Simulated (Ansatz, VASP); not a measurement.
**MgCd2Se3 in VASP and in Ansatz**

```
Mg Cd Se
1.0
     5.29155    0.00000    0.00000
    -2.64578    4.58262    0.00000
     0.00000    0.00000    5.55408
Mg Cd Se
1 2 3
Direct
  0.00000 0.00000 0.00000
  0.33333 0.66667 0.50000
  0.66667 0.33333 0.50000
  0.33333 0.66667 0.00000
  0.66667 0.33333 0.00000
  0.00000 0.00000 0.50000
```

Alike in both runs: functional PBE; k mesh 12 × 12 × 8; occupations gaussian, width 0.1 eV; no spin polarisation.

Ansatz relaxed the structure, and its values are those at the end. VASP's run is a single point on that final structure, the one shown.

```csv
,VASP,Ansatz
version,VASP 6.6.1,Ansatz 0.2.0
potentials or method,"VASP PAW PBE potentials, release 64 (Mg, Cd, Se), cutoff 520 eV","scalar-relativistic, plane waves, PAW"
valence electrons in the cell,44,98
```

```tsv
	VASP	Ansatz	Ansatz less VASP
gap on the k mesh at the Fermi level (eV)	none	none	-
pressure (GPa)	0.2	0.0	-0.15
```

A gap of «none» marks a metal or a gap that the smearing closes. The functional is the same, so the differences come from potentials, cutoffs and numerics. VASP's potentials hold 44 valence electrons a cell and Ansatz's 98, so a difference there can come from the potentials and not from the codes.
